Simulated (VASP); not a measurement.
Set up this calculation in VASP 6.6.1, as the native input.

- Task: relaxation of cell and atoms
- Functional: PBEsol-based global hybrid
- Potentials or basis: VASP PAW PBE potentials, release 64 (In_d, P)
- Cutoff: 600 eV
- k mesh: 4 × 4 × 4
- Occupations: fermi-dirac, width 0.05 eV
- Spin: no spin polarisation
- Dipole correction: no
- Grid for exact exchange (PRECFOCK): Normal
- Share of exact exchange: 0.25
- Further INCAR settings: ALGO = Normal; EDIFF = 1e-06; IBRION = 2; EDIFFG = -0.01; NSW = 60; ISIF = 3

InP:

```xyz
2
Lattice="0.0000 2.9305 2.9305 2.9305 0.0000 2.9305 2.9305 2.9305 0.0000" Properties=species:S:1:pos:R:3 pbc="T T T"
In    0.0000    0.0000    0.0000
P     4.3957    4.3957    4.3957
```

These files were run (other wordings do the same):

POSCAR

```
InP
1.0
    0.0000000000      2.9305000000      2.9305000000
    2.9305000000      0.0000000000      2.9305000000
    2.9305000000      2.9305000000      0.0000000000
In P
1 1
Direct
    0.0000000000      0.0000000000      0.0000000000
    0.7500000000      0.7500000000      0.7500000000
```

INCAR.step1

```
SYSTEM = InP
  PREC = Accurate
  ENCUT = 600
  EDIFF = 1E-5
  ISMEAR = -1
  SIGMA = 0.05
  LREAL = .False.
  LASPH = .True.
  NELM = 80
  ALGO = Normal
  LWAVE = .True.
  LCHARG = .False.
  GGA = PE
  NBANDS = 16
```

INCAR.step2

```
SYSTEM = InP
  PREC = Accurate
  ENCUT = 600
  EDIFF = 1E-6
  ISMEAR = -1
  SIGMA = 0.05
  LREAL = .False.
  LASPH = .True.
  NELM = 80
  ALGO = Normal
  ISIF = 3
  LWAVE = .False.
  LCHARG = .False.
  GGA = PS
  LHFCALC = .True.
  AEXX = 0.25
  PRECFOCK = Normal
  IBRION = 2
  NSW = 60
  EDIFFG = -0.01
  ISTART = 1
```

KPOINTS

```
regular mesh
0
Gamma
  4 4 4
  0 0 0
```

Potentials or basis: VASP PAW PBE potentials, release 64 (In_d, P).

The run is started by

```bash
$ cat potpaw_PBE.64/In_d/POTCAR potpaw_PBE.64/P/POTCAR > POTCAR
$ cp INCAR.step1 INCAR
$ mpirun -np 1 vasp_std > vasp.out
$ cp INCAR.step2 INCAR
$ mpirun -np 1 vasp_std > vasp.out
```

Results of the run:

| Quantity | Value |
| --- | --- |
| Relaxed volume | 25.00 Å³/atom |
| Relaxed cell | a = 4.135 Å, b = 4.135 Å, c = 4.135 Å, α = 60.00°, β = 60.00°, γ = 60.00° |
| Space group after relaxing (to 0.05 Å) | F-43m (No. 216) |
| Energy gained by relaxing | 0.3 meV/atom |
| Ionic steps | 3 |
| Pressure after relaxing | 0.0 GPa |
| Band gap on the k mesh | 2.19 eV, direct |

Caveat: the k points lie up to 0.47 Å⁻¹ apart in the final cell; the PAW data sets were made with another functional, which shifts forces and pressure a little; spin-orbit coupling is left out, which moves the levels of the heavy elements.

It took 25 min on 1 thread of AMD EPYC 7R43 64-Core Processor (Zen 3) (shared host), peak memory 0.19 GiB.
